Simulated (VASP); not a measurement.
# KBr (zincblende type) (F-43m) in VASP: a series of runs

KBr (zincblende type) is run at these levels: PBE; tasks: single point.

All numbers are computed with VASP 6.6.1; they aren't measurements. Logs are shortened: lines on timing, memory, paths and dates and some standing lists are left out, and cuts for length are marked.

**1. The cell of the first run**

It takes space group F-43m (No. 216, cubic). Conventional cell: a = 7.303 Å, b = 7.303 Å, c = 7.303 Å, α = 90.00°, β = 90.00°, γ = 90.00°. Within 4.2 Å of K (site symmetry -43m) lie 4 Br at 3.16 Å. Br (site symmetry -43m) has 4 K at 3.16 Å within 4.2 Å.

**2. Single point, PBE (volume scaled by 0.95)**

INCAR reads:

```
  PREC = Accurate
  ENCUT = 520
  EDIFF = 1E-6
  ISMEAR = -1
  SIGMA = 0.08
  LREAL = False
  LASPH = True
  NELM = 60
  ALGO = Normal
  ISIF = 2
  LWAVE = False
  LCHARG = False
  GGA = PE
  NBANDS = 15
```

KPOINTS reads:

```
regular mesh
0
Gamma
  11 11 11
```

POSCAR reads:

```
KBr
1.0
    0.0000000000      3.6517201777      3.6517201777
    3.6517201777      0.0000000000      3.6517201777
    3.6517201777      3.6517201777      0.0000000000
K Br
1 1
Direct
    0.0000000000      0.0000000000      0.0000000000
    0.2500000000      0.2500000000      0.2500000000
```

Potentials or basis: VASP PAW PBE potentials, release 64 (K_sv, Br).

The run is started by

```console
> cat potpaw_PBE.64/K_sv/POTCAR potpaw_PBE.64/Br/POTCAR > POTCAR
> mpirun -np 1 vasp_std > vasp.out
```

OUTCAR:

```text
PREC = Accurate
   ENCUT = 520
   EDIFF = 1E-6
   ISMEAR = -1
   LREAL = False
   LASPH = True
   NELM = 60
   ISIF = 2
   GGA = PE

 ion  position               nearest neighbor table
   1  0.000  0.000  0.000-   2 3.16   2 3.16   2 3.16   2 3.16
   2  0.250  0.250  0.250-   1 3.16   1 3.16   1 3.16   1 3.16

  LATTYP: Found a face centered cubic cell.
 ALAT       =     7.3034403554

  Lattice vectors:

 A1 = (   0.0000000000,   3.6517201777,   3.6517201777)
 A2 = (   3.6517201777,   0.0000000000,   3.6517201777)
 A3 = (   3.6517201777,   3.6517201777,   0.0000000000)

Analysis of symmetry for initial positions (statically):
=====================================================================
 Subroutine PRICEL returns:
 Original cell was already a primitive cell.

 Routine SETGRP: Setting up the symmetry group for a
 face centered cubic supercell.

 Subroutine GETGRP returns: Found 24 space group operations
 (whereof 24 operations were pure point group operations)
 out of a pool of 48 trial point group operations.

The static configuration has the point symmetry T_d .

Analysis of symmetry for dynamics (positions and initial velocities):
=====================================================================
 Subroutine PRICEL returns:
 Original cell was already a primitive cell.

 Routine SETGRP: Setting up the symmetry group for a
 face centered cubic supercell.

 Subroutine GETGRP returns: Found 24 space group operations
 (whereof 24 operations were pure point group operations)
 out of a pool of 48 trial point group operations.

The dynamic configuration has the point symmetry T_d .

 Subroutine INISYM returns: Found 24 space group operations
 (whereof 24 operations are pure point group operations),
 and found     1 'primitive' translations

----------------------------------------------------------------------------------------

                                     Primitive cell

  volume of cell :      97.3918

  direct lattice vectors                    reciprocal lattice vectors
     0.000000000  3.651720178  3.651720178    -0.136921773  0.136921773  0.136921773
     3.651720178  0.000000000  3.651720178     0.136921773 -0.136921773  0.136921773
     3.651720178  3.651720178  0.000000000     0.136921773  0.136921773 -0.136921773

  length of vectors
     5.164312201  5.164312201  5.164312201     0.237155467  0.237155467  0.237155467

  position of ions in fractional coordinates (direct lattice)
     0.000000000  0.000000000  0.000000000
     0.250000000  0.250000000  0.250000000

  ion indices of the primitive-cell ions
   primitive index   ion index
                 1           1
                 2           2

----------------------------------------------------------------------------------------

 KPOINTS: regular mesh

Automatic generation of k-mesh.
 Grid dimensions read from file:
 generate k-points for:   11   11   11

 Generating k-lattice:

  Cartesian coordinates                     Fractional coordinates (reciprocal lattice)
    -0.012447434  0.012447434  0.012447434     0.090909091  0.000000000  0.000000000
     0.012447434 -0.012447434  0.012447434     0.000000000  0.090909091  0.000000000
     0.012447434  0.012447434 -0.012447434     0.000000000  0.000000000  0.090909091

  Length of vectors
     0.021559588  0.021559588  0.021559588

  Shift w.r.t. Gamma in fractional coordinates (k-lattice)
     0.000000000  0.000000000  0.000000000

 Subroutine IBZKPT returns following result:
 ===========================================

 Found     56 irreducible k-points:

 Following reciprocal coordinates:
            Coordinates               Weight
  0.000000  0.000000  0.000000      1.000000
  0.090909  0.000000  0.000000      8.000000
  0.181818  0.000000  0.000000      8.000000
  0.272727  0.000000  0.000000      8.000000
  0.363636  0.000000  0.000000      8.000000
  0.454545  0.000000  0.000000      8.000000
[... 16 lines left out ...]
 -0.272727  0.181818  0.000000     24.000000
 -0.181818  0.181818  0.000000     12.000000
 [... further k-points ...]
   k-points           NKPTS =     56   k-points in BZ     NKDIM =     56   number of bands    NBANDS=     15
   number of dos      NEDOS =    301   number of ions     NIONS =      2
   total plane-waves  NPLWV =  64000
   dimension x,y,z NGX =    40 NGY =   40 NGZ =   40
   dimension x,y,z NGXF=    80 NGYF=   80 NGZF=   80
   ions per type =               1   1
   NGX,Y,Z   is equivalent  to a cutoff of  12.88, 12.88, 12.88 a.u.
   NGXF,Y,Z  is equivalent  to a cutoff of  25.75, 25.75, 25.75 a.u.
 SYSTEM =  unknown system
   PREC   = accura    normal or accurate (medium, high low for compatibility)
   ISTART =      0    job   : 0-new  1-cont  2-samecut
   ICHARG =      2    charge: 1-file 2-atom 10-const
   ISPIN  =      1    spin polarized calculation?
   LNONCOLLINEAR =      F non collinear calculations
   LSORBIT =      F    spin-orbit coupling
   LASPH  =      T    aspherical Exc in radial PAW
   ENCUT  =  520.0 eV  38.22 Ry    6.18 a.u.   9.60  9.60  9.60*2*pi/ulx,y,z
   NELM   =     60;   NELMIN=  2; NELMDL= -5     # of ELM steps
   EDIFF  = 0.1E-05   stopping-criterion for ELM
   LREAL  =      F    real-space projection
   EDIFFG = 0.1E-04   stopping-criterion for IOM
   NSW    =      0    number of steps for IOM
   IBRION =     -1    ionic relax: 0-MD 1-quasi-New 2-CG
   NFREE  =      0    steps in history (QN), initial steepest desc. (CG)
   ISIF   =      2    stress and relaxation
   ISYM   =      2    0-nonsym 1-usesym 2-fastsym
   POTIM  = 0.5000    time-step for ionic-motion
   TEBEG  =    0.0;   TEEND  =   0.0 temperature during run
   PSTRESS=    0.0 pullay stress
   NELECT =      16.0000    total number of electrons
   NUPDOWN=      -1.0000    fix difference up-down
   EMIN   =  10.00;   EMAX   =-10.00  energy-range for DOS
   EFERMI =   0.00;   METHOD = LEGACY
   ISMEAR =    -1;   SIGMA  =   0.08  broadening in eV -4-tet -1-fermi 0-gaus
   EFERMI_NEDOS =   21; number of points for ismear=-14 and -15
   IALGO  =     38    algorithm
   IMIX   =      4    mixing-type and parameters
     AMIX     =   0.40;   BMIX     =  1.00
     AMIX_MAG =   1.60;   BMIX_MAG =  1.00
  volume/ion in A,a.u.               =      48.70       328.62
  Fermi-wavevector in a.u.,A,eV,Ry     =   0.896618  1.694362 10.938042  0.803923
  Thomas-Fermi vector in A             =   2.019099
   LORBIT       =      0    0 simple, 1 ext, 2 COOP (PROOUT), +10 PAW based schemes
   GGA     = PE    functional components
   LHFCALC =     F    Hartree Fock is set to
   AEXX    =    0.0000 exact exchange contribution
   IVDW    =     0    specifies the selected vdW correction
   LEPSILON=     F    determine dielectric tensor
   LRPA    =     F    only Hartree local field effects (RPA)
 non-spin polarized calculation
  energy-cutoff  :      520.00
  volume of cell :       97.39
 maximum number of plane-waves:      2685
   NGX = 19   NGY = 19   NGZ = 19

 number of electron      15.9999998 magnetization

 Free energy of the ion-electron system (eV)
  ---------------------------------------------------
  ext. energy  EPLUGINS =         0.00000000
  ---------------------------------------------------
  free energy    TOTEN  =        -6.02646144 eV

  energy without entropy =       -6.02646144  energy(sigma->0) =       -6.02646144

 E-fermi :  -1.0815     XC(G=0):  -6.0423

 val. band max:       -3.0639579852   @ k =  -0.2727   0.2727   0.0000
 cond. band min:       1.2696143220   @ k =   0.0000   0.0000   0.0000
 fundamental gap:      4.3335723072
 Fermi energy:        -1.0815158029

 k-point     1 :       0.0000    0.0000    0.0000
  band No.  band energies     occupation
      1     -30.7698      2.00000
      2     -14.9504      2.00000
      3     -14.2721      2.00000
      4     -14.2721      2.00000
      5     -14.2721      2.00000
      6      -3.0835      2.00000
      7      -3.0835      2.00000
      8      -3.0835      2.00000
      9       1.2696      0.00000
     10       5.6042      0.00000
     11       5.6042      0.00000
     12       6.6341      0.00000
     13       6.6341      0.00000
     14       6.6341      0.00000
     15       7.4071      0.00000

 k-point     2 :       0.0909    0.0000    0.0000
  band No.  band energies     occupation
      1     -30.7697      2.00000
      2     -14.9710      2.00000
      3     -14.2727      2.00000
      4     -14.2727      2.00000
      5     -14.2492      2.00000
      6      -3.1242      2.00000
      7      -3.0819      2.00000
      8      -3.0819      2.00000
      9       1.4089      0.00000
     10       5.4954      0.00000
     11       5.4954      0.00000
     12       6.5360      0.00000
     13       6.8396      0.00000
     14       6.8396      0.00000
     15       7.1012      0.00000

 k-point     3 :       0.1818    0.0000    0.0000
  band No.  band energies     occupation
      1     -30.7693      2.00000
      2     -15.0207      2.00000
      3     -14.2742      2.00000
      4     -14.2742      2.00000
      5     -14.1937      2.00000
      6      -3.2231      2.00000
      7      -3.0778      2.00000
      8      -3.0778      2.00000
      9       1.7877      0.00000
     10       5.3246      0.00000
     11       5.3246      0.00000
     12       6.1859      0.00000
     13       6.6030      0.00000
     14       7.1202      0.00000
     15       7.1202      0.00000
[... 343 lines left out ...]
 k-point    23 :      -0.2727    0.1818    0.0000
  band No.  band energies     occupation
      1     -30.7683      2.00000
      2     -15.1330      2.00000
      3     -14.2886      2.00000
      4     -14.2782      2.00000
      5     -14.0559      2.00000
      6      -3.3711      2.00000
      7      -3.1508      2.00000
      8      -3.0643      2.00000
      9       2.9868      0.00000
     10       4.6424      0.00000
     11       5.0048      0.00000
     12       5.2761      0.00000
     13       6.8694      0.00000
     14       7.0920      0.00000
     15       7.1018      0.00000

 k-point    24 :      -0.1818    0.1818    0.0000
  band No.  band energies     occupation
      1     -30.7687      2.00000
      2     -15.0933      2.00000
      3     -14.2839      2.00000
      4     -14.2760      2.00000
      5     -14.1052      2.00000
      6      -3.3256      2.00000
      7      -3.1209      2.00000
      8      -3.0672      2.00000
      9       2.4895      0.00000
     10       4.9805      0.00000
     11       4.9999      0.00000
     12       5.6240      0.00000
     13       6.8086      0.00000
     14       7.0871      0.00000
     15       7.2075      0.00000

 [... further k-points ...]
[... 5 lines left out ...]
  --------------------------------------------------------------------------------------
  -------------------------------------------------------------------------------------
  Total        0.3708312      0.3708312      0.3708312      0.0000000      0.0000000      0.0000000
  in kB        6.1004859      6.1004859      6.1004859      0.0000000      0.0000000      0.0000000
  external PRESSURE =       6.1004859 kB  Pullay stress =       0.0000000 kB

 VOLUME and BASIS-vectors are now :
 -----------------------------------------------------------------------------
  energy-cutoff  :      520.00
  volume of cell :       97.39
      direct lattice vectors                 reciprocal lattice vectors
     0.000000000  3.651720178  3.651720178    -0.136921773  0.136921773  0.136921773
     3.651720178  0.000000000  3.651720178     0.136921773 -0.136921773  0.136921773
     3.651720178  3.651720178  0.000000000     0.136921773  0.136921773 -0.136921773

 POSITION                                       TOTAL-FORCE (eV/Angst)
 -----------------------------------------------------------------------------------
      0.00000      0.00000      0.00000        -0.000000      0.000000      0.000000
      1.82586      1.82586      1.82586         0.000000     -0.000000     -0.000000
 -----------------------------------------------------------------------------------
    total drift:                               -0.000000     -0.000000     -0.000000

  FREE ENERGIE OF THE ION-ELECTRON SYSTEM (eV)
  ---------------------------------------------------
  free  energy   TOTEN  =        -6.0264614415 eV

  energy  without entropy=       -6.0264614414  energy(sigma->0) =       -6.02646144
```

Wall time 29 s (1 thread of Intel Xeon 6975P-C (Granite Rapids), shared host); peak memory 0.27 GiB.

What came out:

| Property | Result |
| --- | --- |
| Free energy | -6.0265 eV |
| Pressure | 0.6 GPa |
| Band gap on the k mesh | 4.33 eV, indirect (least direct gap 4.35 eV) |

Caveat: the cell differs from its parent crystal (volume scaled by 0.95). A k mesh can miss the band edges.

**3. Single point, PBE (volume scaled by 0.975)**

INCAR reads:

```
PREC = Accurate ; ENCUT = 520
EDIFF = 1E-6 ; ISMEAR = -1
SIGMA = 0.08 ; LREAL = F
LASPH = T ; NELM = 60
ALGO = Normal ; ISIF = 2
LWAVE = F ; LCHARG = T
GGA = PE ; LELF = T
LVHAR = T ; NBANDS = 15
```

KPOINTS is that of step 2.

POSCAR reads:

```
KBr
1.0
    0.0000000000      3.6834758601      3.6834758601
    3.6834758601      0.0000000000      3.6834758601
    3.6834758601      3.6834758601      0.0000000000
K Br
1 1
Direct
    0.0000000000      0.0000000000      0.0000000000
    0.2500000000      0.2500000000      0.2500000000
```

Potentials or basis: VASP PAW PBE potentials, release 64 (K_sv, Br).

The run is started by

```console
> cat potpaw_PBE.64/K_sv/POTCAR potpaw_PBE.64/Br/POTCAR > POTCAR
> mpirun -np 1 vasp_std > vasp.out
```

OUTCAR:

```text
PREC = Accurate
   ENCUT = 520
   EDIFF = 1E-6
   ISMEAR = -1
   LREAL = F
   LASPH = T
   NELM = 60
   ISIF = 2
   GGA = PE

 ion  position               nearest neighbor table
   1  0.000  0.000  0.000-   2 3.19   2 3.19   2 3.19   2 3.19
   2  0.250  0.250  0.250-   1 3.19   1 3.19   1 3.19   1 3.19

  LATTYP: Found a face centered cubic cell.
 ALAT       =     7.3669517202

  Lattice vectors:

 A1 = (   0.0000000000,   3.6834758601,   3.6834758601)
 A2 = (   3.6834758601,   0.0000000000,   3.6834758601)
 A3 = (   3.6834758601,   3.6834758601,   0.0000000000)

Analysis of symmetry for initial positions (statically):
=====================================================================
 Subroutine PRICEL returns:
 Original cell was already a primitive cell.

 Routine SETGRP: Setting up the symmetry group for a
 face centered cubic supercell.

 Subroutine GETGRP returns: Found 24 space group operations
 (whereof 24 operations were pure point group operations)
 out of a pool of 48 trial point group operations.
[... 165 lines left out ...]
 cond. band min:       1.1647988705   @ k =   0.0000   0.0000   0.0000
 fundamental gap:      4.2877782116
 Fermi energy:        -1.1077918277

 k-point     1 :       0.0000    0.0000    0.0000
  band No.  band energies     occupation
      1     -30.8991      2.00000
      2     -14.9992      2.00000
      3     -14.3972      2.00000
      4     -14.3972      2.00000
      5     -14.3972      2.00000
      6      -3.1390      2.00000
      7      -3.1390      2.00000
      8      -3.1390      2.00000
      9       1.1648      0.00000
     10       5.5003      0.00000
     11       5.5003      0.00000
     12       6.4947      0.00000
     13       6.4947      0.00000
     14       6.4947      0.00000
[... 401 lines left out ...]
      2     -15.1399      2.00000
      3     -14.4077      2.00000
      4     -14.4007      2.00000
      5     -14.2345      2.00000
      6      -3.3733      2.00000
      7      -3.1774      2.00000
      8      -3.1249      2.00000
      9       2.3599      0.00000
     10       4.8884      0.00000
     11       4.8915      0.00000
     12       5.4731      0.00000
     13       6.6591      0.00000
     14       6.9253      0.00000
     15       7.0358      0.00000

 [... further k-points ...]
[... 5 lines left out ...]
  --------------------------------------------------------------------------------------
  -------------------------------------------------------------------------------------
  Total        0.1983877      0.1983877      0.1983877      0.0000000      0.0000000      0.0000000
  in kB        3.1799609      3.1799609      3.1799609      0.0000000      0.0000000      0.0000000
  external PRESSURE =       3.1799609 kB  Pullay stress =       0.0000000 kB

 VOLUME and BASIS-vectors are now :
 -----------------------------------------------------------------------------
  energy-cutoff  :      520.00
  volume of cell :       99.95
      direct lattice vectors                 reciprocal lattice vectors
     0.000000000  3.683475860  3.683475860    -0.135741354  0.135741354  0.135741354
     3.683475860  0.000000000  3.683475860     0.135741354 -0.135741354  0.135741354
     3.683475860  3.683475860  0.000000000     0.135741354  0.135741354 -0.135741354

 POSITION                                       TOTAL-FORCE (eV/Angst)
 -----------------------------------------------------------------------------------
      0.00000      0.00000      0.00000        -0.000000      0.000000      0.000000
      1.84174      1.84174      1.84174         0.000000     -0.000000     -0.000000
 -----------------------------------------------------------------------------------
    total drift:                               -0.000000     -0.000000     -0.000000

  FREE ENERGIE OF THE ION-ELECTRON SYSTEM (eV)
  ---------------------------------------------------
  free  energy   TOTEN  =        -6.0340687257 eV

  energy  without entropy=       -6.0340687256  energy(sigma->0) =       -6.03406873
```

OSZICAR:

```text
N       E                     dE             d eps       ncg     rms          rms(c)
DAV:   1     0.100893840890E+03    0.10089E+03   -0.63994E+03  1680   0.889E+02
DAV:   2     0.169185283171E+01   -0.99202E+02   -0.91396E+02  2149   0.216E+02
DAV:   3    -0.597671163554E+01   -0.76686E+01   -0.76289E+01  2345   0.529E+01
DAV:   4    -0.635304154564E+01   -0.37633E+00   -0.37625E+00  2851   0.100E+01
DAV:   5    -0.635498869735E+01   -0.19472E-02   -0.19471E-02  2345   0.823E-01    0.319E+00
DAV:   6    -0.604446991599E+01    0.31052E+00   -0.40896E-01  2212   0.267E+00    0.224E+00
DAV:   7    -0.600916192422E+01    0.35308E-01   -0.20577E-01  2345   0.212E+00    0.110E+00
DAV:   8    -0.602995961423E+01   -0.20798E-01   -0.24873E-02  2177   0.102E+00    0.199E-01
DAV:   9    -0.603188505970E+01   -0.19254E-02   -0.12179E-03  2142   0.195E-01    0.133E-01
DAV:  10    -0.603401711540E+01   -0.21321E-02   -0.17606E-03  1687   0.225E-01    0.331E-02
DAV:  11    -0.603405429163E+01   -0.37176E-04   -0.98260E-05  2108   0.655E-02    0.105E-02
DAV:  12    -0.603406831268E+01   -0.14021E-04   -0.18304E-05  1701   0.314E-02    0.608E-03
DAV:  13    -0.603406872569E+01   -0.41301E-06   -0.14380E-06  2348   0.681E-03
   1 F= -.60340687E+01 E0= -.60340687E+01  d E =-.664686E-10
```

It took 30 s on 1 thread of Intel Xeon 6975P-C (Granite Rapids), shared host; peak memory 0.28 GiB.

Results:

| Item | Value |
| --- | --- |
| Free energy | -6.0341 eV |
| Pressure | 0.3 GPa |
| Band gap on the k mesh | 4.29 eV, indirect (least direct gap 4.30 eV) |

Caveat: the cell differs from its parent crystal (volume scaled by 0.975). A k mesh can miss the band edges.

**4. Single point, PBE**

This run uses another cell than the first one, of 51.26 Å³/atom, 1.053 times its volume.

INCAR reads:

```
SYSTEM = KBr
PREC = Accurate ; ENCUT = 520
EDIFF = 1E-6 ; ISMEAR = -1
SIGMA = 0.08 ; LREAL = .False.
LASPH = .True. ; NELM = 80
ALGO = Normal ; ISIF = 2
LWAVE = .False. ; LCHARG = .False.
GGA = PE ; NBANDS = 15
```

KPOINTS reads:

```
regular mesh
0
Gamma
  11 11 11
  0 0 0
```

POSCAR reads:

```
KBr
1.0
    0.0000000000      3.7146932457      3.7146932457
    3.7146932457      0.0000000000      3.7146932457
    3.7146932457      3.7146932457      0.0000000000
K Br
1 1
Direct
    0.0000000000      0.0000000000      0.0000000000
    0.2500000000      0.2500000000      0.2500000000
```

The run is started by

```console
> cat potpaw_PBE.64/K_sv/POTCAR potpaw_PBE.64/Br/POTCAR > POTCAR
> mpirun -np 1 vasp_std > vasp.out
```

It took 29 s on 1 thread of Intel Xeon 6975P-C (Granite Rapids), shared host; peak memory 0.28 GiB.

It converged, with:

```yaml
Free_energy: -6.0373 eV
Pressure: 0.1 GPa
Band_gap_on_the_k_mesh: 4.24 eV, indirect (least direct gap 4.26 eV)
```

Levels at points of the mesh, in eV from the valence-band top:
```tsv
k point	band 5	band 6	band 7	band 8	band 9	band 10	band 11	band 12
(0.00, 0.00, 0.00)	-11.34	-0.01	-0.01	-0.01	4.24	8.58	8.58	9.54
```

(Part 1 of 2 ends here.)
